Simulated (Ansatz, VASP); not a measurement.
**Sb: VASP beside Ansatz**

```xyz
3
Lattice="5.3154 0.0000 0.0000 -2.6577 4.6032 0.0000 0.0000 0.0000 3.1693" Properties=species:S:1:pos:R:3 pbc="T T T"
Sb   -2.6577    4.6032    0.0000
Sb    0.0000    3.0688    1.5846
Sb    2.6577    1.5344    1.5846
```

Alike in both runs: task single point; functional revPBE; k mesh 8 × 8 × 11; occupations fermi-dirac, width 0.1 eV; no spin polarisation.

```csv
,VASP,Ansatz
version,VASP 6.6.1,Ansatz 0.2.0
potentials or method,"VASP PAW PBE potentials, release 64 (Sb), cutoff 520 eV","plane waves (420 eV) with PAW, scalar-relativistic"
valence electrons in the cell,15,45
```

Ansatz gave:

- pressure (GPa): 5.4
- traceless stress, the component that is largest in VASP (GPa): -1.54

**Question.** Which values does VASP return?

**Answer.** Pressure (GPa): 5.2; traceless stress, the component that is largest in VASP (GPa): -1.54.

VASP's potentials were made for PBE, not for revPBE. The functional is the same, so the differences come from potentials, cutoffs and numerics. VASP's potentials hold 15 valence electrons a cell and Ansatz's 45, so a difference there can come from the potentials and not from the codes.

Neither program's run includes spin-orbit coupling.
